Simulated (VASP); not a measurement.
Set up this calculation in VASP 6.6.1, as the native input.

| Quantity | Value |
| --- | --- |
| Task | single point |
| Functional | PBE |
| Potentials or basis | VASP PAW PBE potentials, release 64 (Si) |
| Cutoff | 520 eV |
| k mesh | 12 × 12 × 12 |
| Occupations | gaussian, width 0.05 eV |
| Spin | no spin polarisation |
| Dipole correction | no |
| Further INCAR settings | ALGO = Normal; EDIFF = 1e-06; NBANDS = 16 |

The structure of Si lies in POSCAR:

```
Si
1.0
   -3.2850349072      3.2850349072      1.8954813088
    3.2850349072     -3.2850349072      1.8954813088
    3.2850349072      3.2850349072     -1.8954813088
Si
4
Direct
    0.1786105079      0.1786105079      0.3572210158
    0.8213894921      0.8213894921      0.6427789842
    0.1786105079      0.8213894921      0.0000000000
    0.8213894921      0.1786105079      0.0000000000
```

The input as run:

INCAR

```
PREC = Accurate
ENCUT = 520
EDIFF = 1E-6
ISMEAR = 0
SIGMA = 0.05
LREAL = F
LASPH = T
NELM = 60
ALGO = Normal
ISIF = 2
LWAVE = F
LCHARG = T
GGA = PE
LELF = T
LVHAR = T
NBANDS = 16
```

KPOINTS

```
regular mesh
0
Gamma
  12 12 12
```

Potentials or basis: VASP PAW PBE potentials, release 64 (Si).

Launch:

```bash
$ cat potpaw_PBE.64/Si/POTCAR > POTCAR
$ mpirun -np 1 vasp_std > vasp.out
```

Results of the run:

```
Pressure               : 5.0 GPa
Largest force          : 0.083 eV/Å
Band gap on the k mesh : 0.15 eV (least direct gap 0.38 eV)
```

Caveat: the cell stands under pressure.

Run time: 100 s on 1 thread of AMD EPYC 9R45 96-Core Processor (Zen 5) (shared host), peak memory 0.29 GiB.
